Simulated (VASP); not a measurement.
A run of VASP 6.6.1:

The input INCAR:

```
SYSTEM = C
PREC = Accurate ; ENCUT = 520
EDIFF = 1E-6 ; ISMEAR = 0
SIGMA = 0.1 ; LREAL = Auto
LASPH = .TRUE. ; NELM = 60
ALGO = Normal ; ISIF = 2
LWAVE = .FALSE. ; LCHARG = .FALSE.
LDIPOL = .TRUE. ; IDIPOL = 3
DIPOL = 0.5 0.5 0.500 ; GGA = PE
IVDW = 12 ; NBANDS = 66
```

File KPOINTS:

```
regular mesh
0
G
  14 5 1
  0 0 0
```

POSCAR

```
C
1.0
    2.4649796655      0.0000000000      0.0000000000
    0.0000000000      6.7384326307      0.0000000000
    0.0000000000      0.0000000000     27.0968317240
C
24
Direct
    0.0000000000      0.4975000174      0.2767851266
    0.5000000000      0.9974999826      0.3030457000
    0.5000000000      0.4974999826      0.3030457000
    0.0000000000      0.9975000174      0.3293062733
    0.5000000000      0.4975000174      0.3555668466
    0.0000000000      0.9974999826      0.3818274200
    0.0000000000      0.4974999826      0.3818274200
    0.5000000000      0.9975000174      0.4080879933
    0.0000000000      0.4975000174      0.4343485667
    0.5000000000      0.9974999826      0.4606091400
    0.5000000000      0.4974999826      0.4606091400
    0.0000000000      0.9975000174      0.4868697133
    0.5000000000      0.4975000174      0.5131302867
    0.0000000000      0.9974999826      0.5393908600
    0.0000000000      0.4974999826      0.5393908600
    0.5000000000      0.9975000174      0.5656514333
    0.0000000000      0.4975000174      0.5919120067
    0.5000000000      0.9974999826      0.6181725800
    0.5000000000      0.4974999826      0.6181725800
    0.0000000000      0.9975000174      0.6444331534
    0.5000000000      0.4975000174      0.6706937267
    0.0000000000      0.9974999826      0.6969543000
    0.0000000000      0.4974999826      0.6969543000
    0.5000000000      0.9975000174      0.7232148734
```

Potentials or basis: VASP PAW PBE potentials, release 64 (C).

Command:

```sh
$ cat potpaw_PBE.64/C/POTCAR > POTCAR
$ mpirun -np 1 vasp_std > vasp.out
```

Hardware: 1 thread of Intel(R) Xeon(R) 6975P-C (Granite Rapids), on a shared host.

Problem. Estimate the wall time of this run.

Solution. It took 13 min on 1 thread of Intel(R) Xeon(R) 6975P-C (Granite Rapids), on a shared host, peak memory 0.67 GiB. Counts: scf iterations 25, k points 24.
